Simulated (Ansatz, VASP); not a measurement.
Two plane-wave programs on Ru

```
Ru
1.0
     2.72074    0.00000    0.00000
    -1.36037    2.35623    0.00000
     0.00000    0.00000    4.29606
Ru
2
Direct
  0.33333 0.66667 0.25000
  0.66667 0.33333 0.75000
```

Alike in both runs: functional PBE; k mesh 18 × 18 × 10; occupations fermi-dirac, width 0.08 eV; no spin polarisation.

Ansatz relaxed the structure, and its values are those at the end. VASP's run is a single point on that final structure, the one shown.

```csv
,VASP,Ansatz
version,VASP 6.6.1,Ansatz 0.2.0
potentials or method,"VASP PAW PBE potentials, release 64 (Ru_pv)","PAW with Ansatz's default frozen-core files, scalar-relativistic"
plane-wave cutoff (eV),520,420
valence electrons in the cell,28,32
```

VASP gave:

* pressure (GPa): -0.1

Question: Estimate Ansatz's values.

Answer: Pressure (GPa): 0.0.

The functional is the same, so the differences come from potentials, cutoffs and numerics. VASP's potentials hold 28 valence electrons a cell and Ansatz's 32, so a difference there can come from the potentials and not from the codes.
